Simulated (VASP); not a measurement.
# O (P6_3/mmc) in VASP: notebook, part 2 of 2

VASP 6.6.1. Earlier steps stand in the parts before.

**3. Relaxation of cell and atoms, PBE, target pressure 26 GPa, at which the enthalpy is minimised**

This run uses another cell than the first one, of 7.00 Å³/atom.

INCAR reads:

```
PREC     = Accurate       # precision mode
ENCUT    = 600            # plane-wave cutoff, eV
EDIFF    = 1E-6           # SCF threshold, eV
ISMEAR   = -1             # smearing method
SIGMA    = 0.05           # smearing width, eV
LREAL    = F              # projectors in reciprocal space
LASPH    = T              # aspherical terms in the spheres
NELM     = 100            # most SCF steps
ALGO     = Normal         # electronic algorithm
ISIF     = 3              # what is computed and relaxed
LWAVE    = F              # write WAVECAR
LCHARG   = F              # write CHGCAR
GGA      = PE             # functional
IBRION   = 2              # ionic algorithm
NSW      = 60             # ionic steps
EDIFFG   = -0.005         # ionic threshold
PSTRESS  = 260.0
```

KPOINTS reads:

```
Automatic mesh
0
Gamma
  18 18 10
```

POSCAR reads:

```
O
1.0
    2.1529301139      0.0000000000      0.0000000000
   -1.0764650569      1.8644921712      0.0000000000
    0.0000000000      0.0000000000      3.4877467845
O
2
Direct
    0.3333333333      0.6666666667      0.2500000000
    0.6666666667      0.3333333333      0.7500000000
```

Potentials or basis: VASP PAW PBE potentials, release 64 (O).

Run with:

```
$ cat potpaw_PBE.64/O/POTCAR > POTCAR
$ mpirun -np 1 vasp_std > vasp.out
```

OUTCAR:

```text
PREC = Accurate
   ENCUT = 600
   EDIFF = 1E-6
   ISMEAR = -1
   LREAL = F
   LASPH = T
   NELM = 100
   ISIF = 3
   GGA = PE
   IBRION = 2
   NSW = 60
   EDIFFG = -0.005
   PSTRESS = 260.0

 ion  position               nearest neighbor table
   1  0.333  0.667  0.250-
   2  0.667  0.333  0.750-

  LATTYP: Found a hexagonal cell.
 ALAT       =     2.1529301139
 C/A-ratio  =     1.6200000000

  Lattice vectors:

 A1 = (   2.1529301139,   0.0000000000,   0.0000000000)
 A2 = (  -1.0764650569,   1.8644921712,   0.0000000000)
 A3 = (   0.0000000000,   0.0000000000,   3.4877467845)

Analysis of symmetry for initial positions (statically):
=====================================================================
 Subroutine PRICEL returns:
 Original cell was already a primitive cell.

 Routine SETGRP: Setting up the symmetry group for a
 hexagonal supercell.

 Subroutine GETGRP returns: Found 24 space group operations
 (whereof 12 operations were pure point group operations)
 out of a pool of 24 trial point group operations.

The static configuration has the point symmetry D_3d.
 The point group associated with its full space group is D_6h.

Analysis of symmetry for dynamics (positions and initial velocities):
=====================================================================
 Subroutine PRICEL returns:
 Original cell was already a primitive cell.

 Routine SETGRP: Setting up the symmetry group for a
 hexagonal supercell.

 Subroutine GETGRP returns: Found 24 space group operations
 (whereof 12 operations were pure point group operations)
 out of a pool of 24 trial point group operations.

The dynamic configuration has the point symmetry D_3d.
 The point group associated with its full space group is D_6h.

 Subroutine INISYM returns: Found 24 space group operations
 (whereof 12 operations are pure point group operations),
 and found     1 'primitive' translations
[... 135 lines left out ...]

 number of electron      11.9999998 magnetization

 Free energy of the ion-electron system (eV)
  ---------------------------------------------------
  ext. energy  EPLUGINS =         0.00000000
  ---------------------------------------------------
  free energy    TOTEN  =        -4.48038992 eV

  energy without entropy =       -4.46354116  energy(sigma->0) =       -4.47196554

------------------------ aborting loop because EDIFF is reached ----------------------------------------

  FORCE on cell =-STRESS in cart. coord.  units (eV):
  Direction    XX          YY          ZZ          XY          YZ          ZX
  --------------------------------------------------------------------------------------
  -------------------------------------------------------------------------------------
  Total        2.7862510      2.7862510      0.9232932      0.0000000      0.0000000      0.0000000
  in kB      318.8565783    318.8565783    105.6610139      0.0000000      0.0000000      0.0000000
  external PRESSURE =     -12.2086098 kB  Pullay stress =     260.0000000 kB
[... 97 lines left out ...]
  energy  without entropy=       -4.8564301927  energy(sigma->0) =       -4.86342245

  enthalpy is  TOTEN    =        -2.6930989846 eV   P V=        2.1773157240

 E-fermi :   3.1992     XC(G=0): -12.2296

 val. band max:        3.1750013625   @ k =   0.1667   0.0000   0.1000
 cond. band min:       3.2035404741   @ k =   0.1667   0.1111   0.0000
 fundamental gap:      0.0285391116
 Fermi energy:         3.1992444304

 k-point     1 :       0.0000    0.0000    0.0000
  band No.  band energies     occupation
      1     -19.4776      2.00000
      2     -10.2579      2.00000
      3      -2.0626      2.00000
      4       0.4161      2.00000
      5       0.4161      2.00000
      6       3.8879      0.00000
      7       3.8879      0.00000
      8       5.6839      0.00000
      9      19.2014      0.00000
     10      20.3104      0.00000
[... 287 lines left out ...]
 k-point    24 :       0.3889    0.1111    0.0000
  band No.  band energies     occupation
      1     -16.3297      2.00000
      2     -13.5401      2.00000
      3      -2.6585      2.00000
      4      -0.3089      2.00000
      5       0.4097      2.00000
      6       2.5726      1.99999
      7       2.8486      1.99820
      8       4.8335      0.00000
      9      19.2811      0.00000
     10      25.5270      0.00000

 [... further k-points ...]

[... ionic steps 4 to 20 ...]

--------------------------------------- Ionic step       21  -------------------------------------------

 number of electron      11.9999992 magnetization

------------------------ aborting loop because EDIFF is reached ----------------------------------------
[... 71 lines left out ...]
--------------------------------------- Ionic step       23  -------------------------------------------

 number of electron      11.9999992 magnetization

 Free energy of the ion-electron system (eV)
  ---------------------------------------------------
  ext. energy  EPLUGINS =         0.00000000
  ---------------------------------------------------
  free energy    TOTEN  =        -5.61900514 eV

  energy without entropy =       -5.61175621  energy(sigma->0) =       -5.61538068

 E-fermi :   4.0895     XC(G=0): -12.6007

 val. band max:        4.0807298015   @ k =   0.1667   0.0000   0.1000
 cond. band min:       4.1017357492   @ k =   0.2222   0.0000   0.0000
 fundamental gap:      0.0210059477
 Fermi energy:         4.0894964922

 k-point     1 :       0.0000    0.0000    0.0000
  band No.  band energies     occupation
      1     -19.3755      2.00000
      2      -9.2033      2.00000
      3      -1.7164      2.00000
      4       1.1660      2.00000
      5       1.1660      2.00000
      6       4.8317      0.00000
      7       4.8317      0.00000
      8       6.8059      0.00000
      9      20.8429      0.00000
     10      21.1997      0.00000
[... 332 lines left out ...]
  energy  without entropy=       -5.6117562129  energy(sigma->0) =       -5.61538068

  enthalpy is  TOTEN    =        -3.3222868001 eV   P V=        2.2967183449

 reached required accuracy - stopping structural energy minimisation
```

CONTCAR:

```text
O
   1.00000000000000
     2.5166141501973702    0.0000000000661402    0.0000000000000001
    -1.2583070749829592    2.1794517855268962   -0.0000000000000001
    -0.0000000000000000    0.0000000000000000    2.5803645910344675
  O
     2
Direct
     0.3333333332999970    0.6666666667000030    0.2500000000000000
     0.6666666667000030    0.3333333332999970    0.7500000000000000

  0.00000000E+00  0.00000000E+00  0.00000000E+00
  0.00000000E+00  0.00000000E+00  0.00000000E+00
```

Run time: 3.6 min. Hardware: 1 thread of AMD EPYC 9R45 (Zen 5), shared host; peak memory 0.12 GiB.

What came out:

| Property | Result |
| --- | --- |
| Free energy | -5.6190 eV |
| Relaxed volume | 7.08 Å³/atom |
| Relaxed cell | a = 2.517 Å, b = 2.517 Å, c = 2.580 Å, α = 90.00°, β = 90.00°, γ = 120.00° |
| Space group after relaxing (to 0.1 Å) | P6_3/mmc (No. 194) |
| Energy change on relaxing (the run minimises the enthalpy) | -569.3 meV/atom |
| Ionic steps | 23 |
| Pressure after relaxing | 26.0 GPa |
| Band gap on the k mesh | zero (bands 6 and 7 overlap by 2.45 eV) |

Step by step:
```csv
step,energy change (eV),largest force (eV/Å),pressure (GPa),volume (Å³)
1,0.0000,0.0000,24.78,14.00
2,-0.0558,0.0000,26.04,13.88
3,-0.3900,0.0000,34.02,13.42
4,-0.2817,0.0000,98.91,11.93
5,-0.6881,0.0000,55.28,12.74
6,-0.6636,0.0000,65.23,12.52
7,-0.6784,0.0000,65.12,12.54
8,-0.7127,0.0000,65.01,12.61
9,-0.7343,0.0000,65.05,12.72
10,-0.7343,0.0000,65.18,12.69
11,-0.7746,0.0000,61.82,12.79
12,-0.8846,0.0000,52.36,13.10
13,-1.0573,0.0000,35.68,13.74
14,-1.2386,0.0000,9.78,15.07
15,-1.1437,0.0000,25.65,14.19
16,-1.1386,0.0000,26.28,14.16
17,-1.1385,0.0000,26.32,14.16
18,-1.1380,0.0000,26.26,14.15
19,-1.1362,0.0000,26.24,14.14
20,-1.1365,0.0000,26.26,14.14
21,-1.1365,0.0000,26.31,14.14
22,-1.1380,0.0000,26.09,14.15
23,-1.1386,0.0000,26.01,14.15
```

Final structure:
```
O
1.0
     2.51661    0.00000    0.00000
    -1.25831    2.17945    0.00000
     0.00000    0.00000    2.58036
O
2
Cartesian
  0.0000 1.4530 0.6451
  1.2583 0.7265 1.9353
```

Caveat: the cell is relaxed towards a set pressure, so the run minimises the enthalpy, not the energy; a cell axis changed by over 15 % at a fixed basis, so the end point is rough.

**4. Relaxation of cell and atoms, PBE, target pressure 26 GPa, at which the enthalpy is minimised**

INCAR reads:

```
ALGO = Normal ; EDIFF = 1E-7
EDIFFG = -0.005 ; ENCUT = 600
GGA = PE ; IBRION = 2
ISIF = 3 ; ISMEAR = -1
LASPH = T ; LCHARG = F
LREAL = F ; LWAVE = F
NELM = 60 ; NSW = 32
PREC = Accurate ; PSTRESS = 260.0
SIGMA = 0.05
```

KPOINTS reads:

```
k-points
0
Gamma
  18 18 10
```

POSCAR reads:

```
O
1.0
    2.5318701934      0.0000000000      0.0000000000
   -1.2659350966      2.1926639066      0.0000000000
    0.0000000000      0.0000000000      2.5730603424
O
2
Direct
    0.3333333333      0.6666666667      0.2500000000
    0.6666666667      0.3333333333      0.7500000000
```

Potentials or basis: VASP PAW PBE potentials, release 64 (O).

Run with:

```
$ cat potpaw_PBE.64/O/POTCAR > POTCAR
$ mpirun -np 1 vasp_std > vasp.out
```

OUTCAR:

```text
EDIFF = 1E-7
   EDIFFG = -0.005
   ENCUT = 600
   GGA = PE
   IBRION = 2
   ISIF = 3
   ISMEAR = -1
   LASPH = T
   LREAL = F
   NELM = 60
   NSW = 32
   PREC = Accurate
   PSTRESS = 260.0

 ion  position               nearest neighbor table
   1  0.333  0.667  0.250-   2 1.95   2 1.95   2 1.95   2 1.95   2 1.95   2 1.95
   2  0.667  0.333  0.750-   1 1.95   1 1.95   1 1.95   1 1.95   1 1.95   1 1.95

  LATTYP: Found a hexagonal cell.
 ALAT       =     2.5318701934
 C/A-ratio  =     1.0162686654

  Lattice vectors:

 A1 = (   2.5318701934,   0.0000000000,   0.0000000000)
 A2 = (  -1.2659350966,   2.1926639066,   0.0000000000)
 A3 = (   0.0000000000,   0.0000000000,   2.5730603424)

Analysis of symmetry for initial positions (statically):
=====================================================================
[... 379 lines left out ...]
 Fermi energy:         3.9970374346

 k-point     1 :       0.0000    0.0000    0.0000
  band No.  band energies     occupation
      1     -19.3932      2.00000
      2      -9.2862      2.00000
      3      -1.6748      2.00000
      4       1.0239      2.00000
      5       1.0239      2.00000
      6       4.7180      0.00000
      7       4.7180      0.00000
      8       6.6792      0.00000
      9      20.5890      0.00000
     10      21.1036      0.00000
[... 287 lines left out ...]
 k-point    24 :       0.3889    0.1111    0.0000
  band No.  band energies     occupation
      1     -15.9823      2.00000
      2     -12.9690      2.00000
      3      -2.2662      2.00000
      4       0.3078      2.00000
      5       0.9788      2.00000
      6       3.3636      1.99999
      7       3.5991      1.99930
      8       5.7285      0.00000
      9      20.1854      0.00000
     10      26.7968      0.00000

 [... further k-points ...]

------------------------ aborting loop because EDIFF is reached ----------------------------------------

  FORCE on cell =-STRESS in cart. coord.  units (eV):
  Direction    XX          YY          ZZ          XY          YZ          ZX
  --------------------------------------------------------------------------------------
  -------------------------------------------------------------------------------------
  Total        2.3055635      2.3055635      2.3227199      0.0000000      0.0000000      0.0000000
  in kB      259.1277104    259.1277104    261.0559552      0.0000000      0.0000000      0.0000000
  external PRESSURE =      -0.2295413 kB  Pullay stress =     260.0000000 kB
[... 21 lines left out ...]
  energy  without entropy=       -5.6444168073  energy(sigma->0) =       -5.64814100

  enthalpy is  TOTEN    =        -3.3385405679 eV   P V=        2.3133246337

 reached required accuracy - stopping structural energy minimisation
```

OSZICAR:

```text
N       E                     dE             d eps       ncg     rms          rms(c)
DAV:   1     0.449757659728E+02    0.44976E+02   -0.85615E+03  4664   0.134E+03
DAV:   2    -0.438134928618E+01   -0.49357E+02   -0.47497E+02  6008   0.237E+02
[... 40 lines left out ...]
       N       E                     dE             d eps       ncg     rms          rms(c)
DAV:   1    -0.565191683488E+01    0.22419E-02   -0.14225E-03  4578   0.447E-01    0.524E-02
DAV:   2    -0.565187196597E+01    0.44869E-04   -0.68745E-05  4514   0.888E-02    0.204E-02
DAV:   3    -0.565186490964E+01    0.70563E-05   -0.25151E-05  4602   0.536E-02    0.151E-03
DAV:   4    -0.565186504460E+01   -0.13496E-06   -0.19725E-07  3428   0.582E-03    0.670E-04
DAV:   5    -0.565186516985E+01   -0.12525E-06   -0.33466E-08  2252   0.216E-03    0.142E-04
DAV:   6    -0.565186520163E+01   -0.31782E-07   -0.21675E-09  2238   0.609E-04
   6 F= -.33385406E+01 E0= -.33348164E+01  d E =-.546513E-04
```

It took 61 s on 1 thread of AMD EPYC 9R45 (Zen 5), shared host; peak memory 0.12 GiB.

Results:

```
Free energy                                                : -5.6519 eV
Relaxed volume                                             : 7.13 Å³/atom
Relaxed cell                                               : a = 2.530 Å, b = 2.530 Å, c = 2.571 Å, α = 90.00°, β = 90.00°, γ = 120.00°
Space group after relaxing (to 0.1 Å)                      : P6_3/mmc (No. 194)
Energy change on relaxing (the run minimises the enthalpy) : +2.3 meV/atom
Ionic steps                                                : 6
Pressure after relaxing                                    : 26.0 GPa
Band gap on the k mesh                                     : zero (bands 6 and 7 overlap by 2.40 eV)
```

Stress tensor (GPa, compression positive):
```
25.91  0.00  0.00
 0.00 25.91  0.00
 0.00  0.00 26.11
```

Step by step:
```
step  energy change (eV)  largest force (eV/Å)  pressure (GPa)  volume (Å³)
   1              0.0000                0.0000           25.43        14.28
   2              0.0085                0.0000           26.42        14.23
   3              0.0049                0.0000           26.00        14.25
   4              0.0048                0.0000           26.02        14.25
   5              0.0024                0.0000           25.71        14.27
   6              0.0047                0.0000           25.98        14.26
```

Final structure:
```
CELL_PARAMETERS angstrom
2.53012 0.00000 0.00000
-1.26506 2.19115 0.00000
0.00000 0.00000 2.57134
ATOMIC_POSITIONS crystal
O 0.33333 0.66667 0.25000
O 0.66667 0.33333 0.75000
```

Caveat: the cell is relaxed towards a set pressure, so the run minimises the enthalpy, not the energy.

**5. The runs side by side**

```csv
task,cell,cutoff (eV),gap on the mesh (eV),pressure (GPa)
single point,"a = 2.531, b = 2.531, c = 2.573 Å, angles 90.0, 90.0, 120.0°, 2 atoms",520,none,25.9
relaxation of cell and atoms,"relaxed to 26 GPa from a = 2.153, b = 2.153, c = 3.488 Å, angles 90.0, 90.0, 120.0°, 2 atoms",600,none,26.0
relaxation of cell and atoms,"relaxed to 26 GPa from a = 2.532, b = 2.532, c = 2.573 Å, angles 90.0, 90.0, 120.0°, 2 atoms",600,none,26.0
```

Alike in all rows: level PBE; potentials or basis VASP PAW PBE potentials, release 64 (O); no spin polarisation; k mesh 18 × 18 × 10; smearing fermi-dirac 0.05 eV.

Caveats: the cell is relaxed towards a set pressure, so the run minimises the enthalpy, not the energy (at least some runs); the cell stands under pressure (at least some runs); a cell axis changed by over 15 % at a fixed basis, so the end point is rough (at least some runs).

Absolute energies hang on the potentials; compare differences alone.

The gap in the log of VASP goes by the Fermi energy; the results here count the filled bands.